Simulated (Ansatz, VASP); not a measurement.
**GaP in VASP and in Ansatz**

```xyz
4
Lattice="3.5888 0.0000 0.0000 -1.7944 3.1080 0.0000 0.0000 0.0000 6.2087" Properties=species:S:1:pos:R:3 pbc="T T T"
Ga    0.0000    0.0000    0.0000
Ga    0.0000    0.0000    3.1044
P     0.0000    2.0720    1.5522
P     1.7944    1.0360    4.6565
```

Change from the starting cell: species swapped into the CoSb type (P6_3/mmc, No. 194).

Alike in both runs: task relaxation of cell and atoms; functional PBE; k mesh 15 × 15 × 8; occupations gaussian, width 0.1 eV; no spin polarisation.

```csv
,VASP,Ansatz
version,VASP 6.6.1,Ansatz 0.2.0
potentials or method,"VASP PAW PBE potentials, release 64 (Ga_d, P), cutoff 500 eV","scalar-relativistic, plane waves, PAW"
valence electrons in the cell,36,36
```

```csv
,VASP,Ansatz,Ansatz less VASP
"gap on the k mesh at the Fermi level, each at its own relaxed structure (eV)",none,none,-
relaxed volume (Å³/atom),17.36,17.35,-0.010
relaxed cell length with the largest relative difference (Å),3.619,3.619,-0.0009
```

A gap of «none» marks a metal or a gap that the smearing closes.
